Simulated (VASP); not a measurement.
# Au (I4/mmm) in VASP: a series of runs

The runs below take Au through single point, with r2SCAN.

Program: VASP 6.6.1. These are calculated values, not measurements. Logs are shortened: lines on timing, memory, paths and dates and some standing lists are left out, and cuts for length are marked.

### Step 1. The cell of the first run

It takes space group I4/mmm (No. 139, tetragonal). The conventional cell has a = 3.214 Å, b = 3.214 Å, c = 3.406 Å, α = 90.00°, β = 90.00°, γ = 90.00°. Au (site symmetry 4/mmm) has 14 Au at 2.84 to 3.41 Å within 3.7 Å.

### Step 2. Single point, r2SCAN (uniaxial strain along c: +4.0 %, then relaxed in part)

Contents of POSCAR:

```
Au
1.0
    3.2142253272      0.0000000000      0.0000000000
    0.0000000000      3.2142253272      0.0000000000
    0.0000000000      0.0000000000      3.4063910028
Au
2
Direct
    0.0000000000      0.0000000000      0.0000000000
    0.5000000000      0.5000000000      0.5000000000
```

Contents of INCAR.step1:

```
SYSTEM = Au
PREC = Accurate
ENCUT = 520
ISMEAR = 0
SIGMA = 0.1
LREAL = .FALSE.
LASPH = .TRUE.
NELM = 80
NBANDS = 18
GGA = PE
ALGO = Normal
EDIFF = 1E-4
LWAVE = .TRUE.
LCHARG = .FALSE.
```

Contents of INCAR.step2:

```
SYSTEM = Au
PREC = Accurate
ENCUT = 520
EDIFF = 1E-7
ISMEAR = 0
SIGMA = 0.1
LREAL = .FALSE.
LASPH = .TRUE.
NELM = 80
ALGO = Normal
ISIF = 2
LWAVE = .FALSE.
LCHARG = .TRUE.
METAGGA = R2SCAN
LMIXTAU = .TRUE.
LELF = .TRUE.
LVHAR = .TRUE.
NBANDS = 18
ISTART = 1
```

Contents of KPOINTS:

```
Automatic mesh
0
G
  16 16 16
  0 0 0
```

Potentials or basis: VASP PAW PBE potentials, release 64 (Au).

On the command line:

```bash
> cat potpaw_PBE.64/Au/POTCAR > POTCAR
> cp INCAR.step1 INCAR
> mpirun -np 1 vasp_std > vasp.out
> cp INCAR.step2 INCAR
> mpirun -np 1 vasp_std > vasp.out
```

OUTCAR:

```text
SYSTEM = Au
   PREC = Accurate
   ENCUT = 520
   EDIFF = 1E-7
   ISMEAR = 0
   LREAL = .FALSE.
   LASPH = .TRUE.
   NELM = 80
   ISIF = 2
   METAGGA = R2SCAN
   ISTART = 1

 ion  position               nearest neighbor table
   1  0.000  0.000  0.000-   2 2.84   2 2.84   2 2.84   2 2.84   2 2.84   2 2.84   2 2.84   2 2.84

   2  0.500  0.500  0.500-   1 2.84   1 2.84   1 2.84   1 2.84   1 2.84   1 2.84   1 2.84   1 2.84

  LATTYP: Found a simple tetragonal cell.
 ALAT       =     3.2142253272
 C/A-ratio  =     1.0597860001

  Lattice vectors:

 A1 = (   3.2142253272,   0.0000000000,   0.0000000000)
 A2 = (   0.0000000000,   3.2142253272,   0.0000000000)
 A3 = (   0.0000000000,   0.0000000000,   3.4063910028)

Analysis of symmetry for initial positions (statically):
=====================================================================
 Subroutine PRICEL returns following result:

  LATTYP: Found a body centered tetragonal cell.
 ALAT       =     3.2142253272
 C/A-ratio  =     1.0597860001

  Lattice vectors:

 A1 = (  -1.6071126636,  -1.6071126636,  -1.7031955014)
 A2 = (   1.6071126636,   1.6071126636,  -1.7031955014)
 A3 = (   1.6071126636,  -1.6071126636,   1.7031955014)

   2 primitive cells build up your supercell.

 Routine SETGRP: Setting up the symmetry group for a
 simple tetragonal supercell.

 Subroutine GETGRP returns: Found 16 space group operations
 (whereof 16 operations were pure point group operations)
 out of a pool of 16 trial point group operations.

The static configuration has the point symmetry D_4h.

Analysis of symmetry for dynamics (positions and initial velocities):
=====================================================================
 Subroutine PRICEL returns following result:

  LATTYP: Found a body centered tetragonal cell.
 ALAT       =     3.2142253272
 C/A-ratio  =     1.0597860001

  Lattice vectors:

 A1 = (  -1.6071126636,  -1.6071126636,  -1.7031955014)
 A2 = (   1.6071126636,   1.6071126636,  -1.7031955014)
 A3 = (   1.6071126636,  -1.6071126636,   1.7031955014)

   2 primitive cells build up your supercell.

 Routine SETGRP: Setting up the symmetry group for a
 simple tetragonal supercell.

 Subroutine GETGRP returns: Found 16 space group operations
 (whereof 16 operations were pure point group operations)
 out of a pool of 16 trial point group operations.

The dynamic configuration has the point symmetry D_4h.

 Subroutine INISYM returns: Found 16 space group operations
 (whereof 16 operations are pure point group operations),
 and found     2 'primitive' translations

----------------------------------------------------------------------------------------

                                     Primitive cell

  volume of cell :      17.5961

  direct lattice vectors                    reciprocal lattice vectors
    -1.607112664 -1.607112664 -1.703195501    -0.000000000 -0.311116956 -0.293565829
     1.607112664  1.607112664 -1.703195501     0.311116956  0.000000000 -0.293565829
     1.607112664 -1.607112664  1.703195501     0.311116956 -0.311116956  0.000000000

  length of vectors
     2.840157943  2.840157943  2.840157943     0.427755370  0.427755370  0.439985819

  position of ions in fractional coordinates (direct lattice)
     0.000000000  0.000000000  0.000000000

  ion indices of the primitive-cell ions
   primitive index   ion index
                 1           1

----------------------------------------------------------------------------------------

 KPOINTS: Automatic mesh

Automatic generation of k-mesh.
 Grid dimensions read from file:
 generate k-points for:   16   16   16

 Generating k-lattice:

  Cartesian coordinates                     Fractional coordinates (reciprocal lattice)
     0.019444810  0.000000000  0.000000000     0.062500000  0.000000000  0.000000000
     0.000000000  0.019444810  0.000000000     0.000000000  0.062500000  0.000000000
     0.000000000  0.000000000  0.018347864     0.000000000  0.000000000  0.062500000

  Length of vectors
     0.019444810  0.019444810  0.018347864

  Shift w.r.t. Gamma in fractional coordinates (k-lattice)
     0.000000000  0.000000000  0.000000000

 Subroutine IBZKPT returns following result:
 ===========================================

 Found    405 irreducible k-points:

 Following reciprocal coordinates:
            Coordinates               Weight
  0.000000  0.000000  0.000000      1.000000
  0.062500  0.000000  0.000000      4.000000
  0.125000  0.000000  0.000000      4.000000
  0.187500  0.000000  0.000000      4.000000
  0.250000  0.000000  0.000000      4.000000
  0.312500  0.000000  0.000000      4.000000
[... 16 lines left out ...]
  0.437500  0.125000  0.000000      8.000000
  0.500000  0.125000  0.000000      4.000000
 [... further k-points ...]
   k-points           NKPTS =    405   k-points in BZ     NKDIM =    405   number of bands    NBANDS=     18
   number of dos      NEDOS =    301   number of ions     NIONS =      2
   total plane-waves  NPLWV =  16128
   dimension x,y,z NGX =    24 NGY =   24 NGZ =   28
   dimension x,y,z NGXF=    48 NGYF=   48 NGZF=   56
   ions per type =               2
   NGX,Y,Z   is equivalent  to a cutoff of  12.41, 12.41, 13.67 a.u.
   NGXF,Y,Z  is equivalent  to a cutoff of  24.83, 24.83, 27.33 a.u.
 SYSTEM =  Au
   PREC   = accura    normal or accurate (medium, high low for compatibility)
   ISTART =      1    job   : 0-new  1-cont  2-samecut
   ICHARG =      0    charge: 1-file 2-atom 10-const
   ISPIN  =      1    spin polarized calculation?
   LNONCOLLINEAR =      F non collinear calculations
   LSORBIT =      F    spin-orbit coupling
   LASPH  =      T    aspherical Exc in radial PAW
   ENCUT  =  520.0 eV  38.22 Ry    6.18 a.u.   5.98  5.98  6.33*2*pi/ulx,y,z
   NELM   =     80;   NELMIN=  2; NELMDL=  0     # of ELM steps
   EDIFF  = 0.1E-06   stopping-criterion for ELM
   LREAL  =      F    real-space projection
   EDIFFG = 0.1E-05   stopping-criterion for IOM
   NSW    =      0    number of steps for IOM
   IBRION =     -1    ionic relax: 0-MD 1-quasi-New 2-CG
   NFREE  =      0    steps in history (QN), initial steepest desc. (CG)
   ISIF   =      2    stress and relaxation
   ISYM   =      2    0-nonsym 1-usesym 2-fastsym
   POTIM  = 0.5000    time-step for ionic-motion
   TEBEG  =    0.0;   TEEND  =   0.0 temperature during run
   PSTRESS=    0.0 pullay stress
   NELECT =      22.0000    total number of electrons
   NUPDOWN=      -1.0000    fix difference up-down
   EMIN   =  10.00;   EMAX   =-10.00  energy-range for DOS
   EFERMI =   0.00;   METHOD = LEGACY
   ISMEAR =     0;   SIGMA  =   0.10  broadening in eV -4-tet -1-fermi 0-gaus
   EFERMI_NEDOS =   21; number of points for ismear=-14 and -15
   IALGO  =     38    algorithm
   IMIX   =      4    mixing-type and parameters
     AMIX     =   0.40;   BMIX     =  1.00
     AMIX_MAG =   1.60;   BMIX_MAG =  1.00
  volume/ion in A,a.u.               =      17.60       118.74
  Fermi-wavevector in a.u.,A,eV,Ry     =   1.399802  2.645243 26.659885  1.959446
  Thomas-Fermi vector in A             =   2.522826
   LORBIT       =      0    0 simple, 1 ext, 2 COOP (PROOUT), +10 PAW based schemes
   METAGGA = R2SCAN    functional components
   LHFCALC =     F    Hartree Fock is set to
   AEXX    =    0.0000 exact exchange contribution
   IVDW    =     0    specifies the selected vdW correction
   LEPSILON=     F    determine dielectric tensor
   LRPA    =     F    only Hartree local field effects (RPA)
 non-spin polarized calculation
 Gauss-broadening in eV      SIGMA  =   0.10
  energy-cutoff  :      520.00
  volume of cell :       35.19
 maximum number of plane-waves:       970
 NGX is ok and might be reduce to    24
   NGX = 11   NGY = 11   NGZ = 13

 number of electron      22.0000001 magnetization

 Free energy of the ion-electron system (eV)
  ---------------------------------------------------
  ext. energy  EPLUGINS =         0.00000000
  ---------------------------------------------------
  free energy    TOTEN  =      -101.15288902 eV

  energy without entropy =     -101.14997602  energy(sigma->0) =     -101.15143252

 E-fermi :   8.8296     XC(G=0): -13.3969

 val. band max:        8.8285912640   @ k =   0.2500   0.1250   0.4375
 cond. band min:       8.8352133615   @ k =   0.1875   0.1875   0.4375
 fundamental gap:      0.0066220975
 Fermi energy:         8.8295897019

 k-point     1 :       0.0000    0.0000    0.0000
  band No.  band energies     occupation
      1      -0.9229      2.00000
      2       1.9608      2.00000
      3       1.9895      2.00000
      4       3.7463      2.00000
      5       3.7463      2.00000
      6       4.0977      2.00000
[... 10 lines left out ...]
     17      25.5820      0.00000
     18      25.8074      0.00000

 k-point     2 :       0.0625    0.0000    0.0000
  band No.  band energies     occupation
      1      -0.8468      2.00000
      2       1.9967      2.00000
      3       2.0329      2.00000
      4       3.7460      2.00000
      5       3.7728      2.00000
      6       4.0962      2.00000
[... 10 lines left out ...]
     17      25.6757      0.00000
     18      25.9083      0.00000

 k-point     3 :       0.1250    0.0000    0.0000
  band No.  band energies     occupation
      1      -0.6210      2.00000
      2       2.0941      2.00000
      3       2.1669      2.00000
      4       3.7474      2.00000
      5       3.8515      2.00000
      6       4.0940      2.00000
[... 10 lines left out ...]
     17      25.9344      0.00000
     18      26.1556      0.00000

 k-point     4 :       0.1875    0.0000    0.0000
  band No.  band energies     occupation
      1      -0.2536      2.00000
      2       2.2484      2.00000
      3       2.3744      2.00000
      4       3.7575      2.00000
      5       3.9805      2.00000
      6       4.0979      2.00000
[... 10 lines left out ...]
     17      25.7616      0.00000
     18      26.2655      0.00000

 k-point     5 :       0.2500    0.0000    0.0000
  band No.  band energies     occupation
      1       0.2401      2.00000
      2       2.4565      2.00000
      3       2.6206      2.00000
      4       3.7860      2.00000
      5       4.1177      2.00000
      6       4.1566      2.00000
[... 10 lines left out ...]
     17      25.2820      0.00000
     18      26.4028      0.00000

 k-point     6 :       0.3125    0.0000    0.0000
  band No.  band energies     occupation
      1       0.8343      2.00000
      2       2.7079      2.00000
      3       2.8581      2.00000
      4       3.8445      2.00000
      5       4.1645      2.00000
      6       4.3750      2.00000
[... 10 lines left out ...]
     17      24.9063      0.00000
     18      25.6676      0.00000

 k-point     7 :       0.3750    0.0000    0.0000
  band No.  band energies     occupation
      1       1.4853      2.00000
      2       2.9313      2.00000
      3       3.0768      2.00000
      4       3.9442      2.00000
      5       4.2492      2.00000
      6       4.4845      2.00000
[... 10 lines left out ...]
     17      24.8572      0.00000
     18      24.8680      0.00000

 k-point     8 :       0.4375    0.0000    0.0000
  band No.  band energies     occupation
      1       2.1205      2.00000
      2       2.9159      2.00000
      3       3.3890      2.00000
      4       4.0949      2.00000
      5       4.1175      2.00000
      6       4.3810      2.00000
[... 10 lines left out ...]
     17      23.5547      0.00000
     18      24.8426      0.00000
[... 229 lines left out ...]
     17      25.9833      0.00000
     18      26.1484      0.00000

 k-point    20 :       0.2500    0.1250    0.0000
  band No.  band energies     occupation
      1       0.4779      2.00000
      2       2.5598      2.00000
      3       2.7673      2.00000
      4       3.4372      2.00000
      5       4.0667      2.00000
      6       4.6098      2.00000
[... 10 lines left out ...]
     17      25.1569      0.00000
     18      26.2113      0.00000

 k-point    21 :       0.3125    0.1250    0.0000
  band No.  band energies     occupation
      1       1.0187      2.00000
      2       2.7556      2.00000
      3       2.9978      2.00000
      4       3.4423      2.00000
      5       4.0781      2.00000
      6       4.6833      2.00000
[... 10 lines left out ...]
     17      24.4943      0.00000
     18      26.0929      0.00000

 k-point    22 :       0.3750    0.1250    0.0000
  band No.  band energies     occupation
      1       1.5889      2.00000
      2       2.8880      2.00000
      3       3.2041      2.00000
      4       3.4982      2.00000
      5       4.0556      2.00000
      6       4.3262      2.00000
[... 10 lines left out ...]
     17      23.9223      0.00000
     18      24.8966      0.00000

 k-point    23 :       0.4375    0.1250    0.0000
  band No.  band energies     occupation
      1       2.1222      2.00000
      2       2.8231      2.00000
      3       3.4446      2.00000
      4       3.6114      2.00000
      5       3.9300      2.00000
      6       4.0252      2.00000
[... 10 lines left out ...]
     17      23.3786      0.00000
     18      23.5567      0.00000

 k-point    24 :       0.5000    0.1250    0.0000
  band No.  band energies     occupation
      1       2.5514      2.00000
      2       2.5514      2.00000
      3       3.7055      2.00000
      4       3.7055      2.00000
      5       3.7864      2.00000
      6       3.7864      2.00000
[... 10 lines left out ...]
     17      22.8609      0.00000
     18      22.8609      0.00000

 [... further k-points ...]
[... 5 lines left out ...]
  --------------------------------------------------------------------------------------
  -------------------------------------------------------------------------------------
  Total        0.0575074      0.0575074      0.1333352      0.0000000      0.0000000     -0.0000000
  in kB        2.6181040      2.6181040      6.0702724      0.0000000      0.0000000     -0.0000000
  external PRESSURE =       3.7688268 kB  Pullay stress =       0.0000000 kB

 VOLUME and BASIS-vectors are now :
 -----------------------------------------------------------------------------
  energy-cutoff  :      520.00
  volume of cell :       35.19
      direct lattice vectors                 reciprocal lattice vectors
     3.214225327  0.000000000  0.000000000     0.311116956  0.000000000  0.000000000
     0.000000000  3.214225327  0.000000000     0.000000000  0.311116956  0.000000000
     0.000000000  0.000000000  3.406391003     0.000000000  0.000000000  0.293565829

 POSITION                                       TOTAL-FORCE (eV/Angst)
 -----------------------------------------------------------------------------------
      0.00000      0.00000      0.00000         0.000000      0.000000     -0.000000
      1.60711      1.60711      1.70320         0.000000     -0.000000      0.000000
 -----------------------------------------------------------------------------------
    total drift:                                0.000000      0.000000     -0.000000

  FREE ENERGIE OF THE ION-ELECTRON SYSTEM (eV)
  ---------------------------------------------------
  free  energy   TOTEN  =      -101.1528890173 eV

  energy  without entropy=     -101.1499760173  energy(sigma->0) =     -101.15143252
```

Wall time 6.5 min (1 thread of AMD EPYC 9R45 (Zen 5), shared host); peak memory 0.28 GiB.

What came out:

```yaml
Free_energy: -101.1529 eV
Pressure: 0.4 GPa
Band_gap_on_the_k_mesh: zero (bands 11 and 12 overlap by 5.80 eV)
```

Stress tensor (GPa, compression positive):
```
0.26 0.00 0.00
0.00 0.26 0.00
0.00 0.00 0.61
```

Levels at points of the mesh, in eV from the Fermi level:
| k point | band 9 | band 10 | band 11 | band 12 | band 13 | band 14 |
| --- | --- | --- | --- | --- | --- | --- |
| (0.00, 0.00, 0.00) | -2.03 | -1.90 | -1.90 | 5.50 | 7.19 | 7.19 |
| (0.50, 0.00, 0.00) | -3.61 | -3.61 | -1.84 | -1.84 | 12.66 | 12.66 |
| (0.50, 0.50, 0.00) | -1.53 | -1.53 | -0.12 | -0.12 | 3.82 | 3.82 |
| (0.00, 0.00, 0.50) | -3.49 | -3.49 | -2.53 | -2.53 | 13.68 | 13.68 |
| (0.50, 0.00, 0.50) | -1.62 | -1.62 | -0.45 | -0.45 | 3.34 | 3.34 |
| (0.50, 0.50, 0.50) | -2.75 | -2.75 | 2.98 | 2.98 | 7.26 | 7.26 |

Caveat: the cell differs from its parent crystal (uniaxial strain along c: +4.0 %, then relaxed in part); the PAW data sets were made with another functional, which shifts forces and pressure a little; spin-orbit coupling is left out, which moves the levels of the heavy elements.

### Step 3. Single point, r2SCAN (uniaxial strain along c: -4.0 %, then relaxed in part)

Contents of POSCAR:

```
Au
1.0
    3.3479120110      0.0000000000      0.0000000000
    0.0000000000      3.3479120110      0.0000000000
    0.0000000000      0.0000000000      3.1443609256
Au
2
Direct
    0.0000000000      0.0000000000      0.0000000000
    0.5000000000      0.5000000000      0.5000000000
```

Contents of INCAR.step1:

```
PREC = Accurate ; ENCUT = 520
ISMEAR = 0 ; SIGMA = 0.1
LREAL = False ; LASPH = True
NELM = 80 ; NBANDS = 18
GGA = PE ; ALGO = Normal
EDIFF = 1E-4 ; LWAVE = True
LCHARG = False
```

Contents of INCAR.step2:

```
PREC = Accurate ; ENCUT = 520
EDIFF = 1E-7 ; ISMEAR = 0
SIGMA = 0.1 ; LREAL = False
LASPH = True ; NELM = 80
ALGO = Normal ; ISIF = 2
LWAVE = False ; LCHARG = True
METAGGA = R2SCAN ; LMIXTAU = True
LELF = True ; LVHAR = True
NBANDS = 18 ; ISTART = 1
```

Contents of KPOINTS:

```
regular mesh
0
Gamma
  16 16 16
```

Potentials or basis: VASP PAW PBE potentials, release 64 (Au).

On the command line:

```bash
> cat potpaw_PBE.64/Au/POTCAR > POTCAR
> cp INCAR.step1 INCAR
> mpirun -np 1 vasp_std > vasp.out
> cp INCAR.step2 INCAR
> mpirun -np 1 vasp_std > vasp.out
```

Wall time 7.5 min (1 thread of AMD EPYC 9R45 (Zen 5), shared host); peak memory 0.29 GiB.

The run converged. Its results:

```
Free energy            : -101.1553 eV
Pressure               : 0.1 GPa
Band gap on the k mesh : zero (bands 11 and 12 overlap by 5.54 eV)
```

Stress tensor (GPa, compression positive):
```
 0.30  0.00  0.00
 0.00  0.30  0.00
 0.00  0.00 -0.28
```

Levels at points of the mesh, in eV from the Fermi level:
```
           k point  band 8  band 9  band 10  band 11  band 12  band 13  band 14  band 15
(0.00, 0.00, 0.00)   -2.94   -2.04    -2.04    -1.90     5.95     5.95     7.85     9.52
(0.50, 0.00, 0.00)   -4.15   -3.56    -3.56    -2.38    -2.38    13.15    13.15    13.27
(0.50, 0.50, 0.00)   -3.11   -1.69    -1.69    -0.62    -0.62     3.09     3.09    13.66
(0.00, 0.00, 0.50)   -4.52   -3.71    -3.71    -1.58    -1.58    12.46    12.46    13.96
(0.50, 0.00, 0.50)   -2.74   -1.62    -1.62    -0.25    -0.25     3.63     3.63    12.72
(0.50, 0.50, 0.50)   -3.05   -2.80    -2.80     2.95     2.95     7.00     7.00     7.60
```

Caveat: the cell differs from its parent crystal (uniaxial strain along c: -4.0 %, then relaxed in part); the PAW data sets were made with another functional, which shifts forces and pressure a little; spin-orbit coupling is left out, which moves the levels of the heavy elements.
